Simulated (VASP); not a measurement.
Here is a VASP 6.6.1 calculation.

Contents of INCAR:

```
PREC = Accurate ; ENCUT = 520
EDIFF = 1E-7 ; ISMEAR = 0
SIGMA = 0.05 ; LREAL = Auto
LASPH = T ; NELM = 60
ALGO = Normal ; ISIF = 2
LWAVE = F ; LCHARG = T
GGA = PS ; LELF = T
LVHAR = T ; NBANDS = 79
```

KPOINTS

```
regular mesh
0
Gamma
  2 2 2
```

POSCAR

```
Si7O16
1.0
   -4.1520000000     -4.1520000000      0.0000000000
    4.1520000000     -4.1520000000      0.0000000000
    0.0000000000      0.0000000000      5.3180000000
Si O
7 16
Direct
    0.5000000000      0.5000000000     -0.0008812742
    0.0000000000      0.5000000000      0.2500000000
    0.5000000000      0.5000000000      0.5008812742
    0.0000000000      0.5000000000      0.7500000000
    0.0000000000      0.0000000000      0.0024936027
    0.5000000000      0.0000000000      0.7500000000
    0.0000000000      0.0000000000      0.4975063973
    0.1938894832      0.5000000000     -0.0017997681
    0.0000000000      0.1965515274      0.2500000000
    0.8061105168      0.5000000000     -0.0017997681
    0.0000000000      0.8034484726      0.2500000000
    0.1938894832      0.5000000000      0.5017997681
    0.0000000000      0.1986589243      0.7500000000
    0.8061105168      0.5000000000      0.5017997681
    0.0000000000      0.8013410757      0.7500000000
    0.7063357380      0.0000000000     -0.0162389269
    0.5000000000      0.6849374094      0.2500000000
    0.2936642620      0.0000000000     -0.0162389269
    0.5000000000      0.3150625906      0.2500000000
    0.7063357380      0.0000000000      0.5162389269
    0.5000000000      0.6942194024      0.7500000000
    0.2936642620      0.0000000000      0.5162389269
    0.5000000000      0.3057805976      0.7500000000
```

Potentials or basis: VASP PAW PBE potentials, release 64 (Si, O).

Command:

```console
$ cat potpaw_PBE.64/Si/POTCAR potpaw_PBE.64/O/POTCAR > POTCAR
$ mpirun -np 1 vasp_std > vasp.out
```

Question: Estimate the pressure.

Answer: 10.4 GPa.

Question: What does it give for the largest force?

Answer: 0.087 eV/Å.

Question: Estimate the band gap on the k mesh.

Answer: Zero (bands 62 and 63 overlap by 0.29 eV).

Stress tensor (GPa, compression positive):
```
 9.28 -0.40  0.00
-0.40  9.28  0.00
 0.00  0.00 12.57
```

Caveat: the k points lie up to 0.59 Å⁻¹ apart; the PAW data sets were made with another functional, which shifts forces and pressure a little.
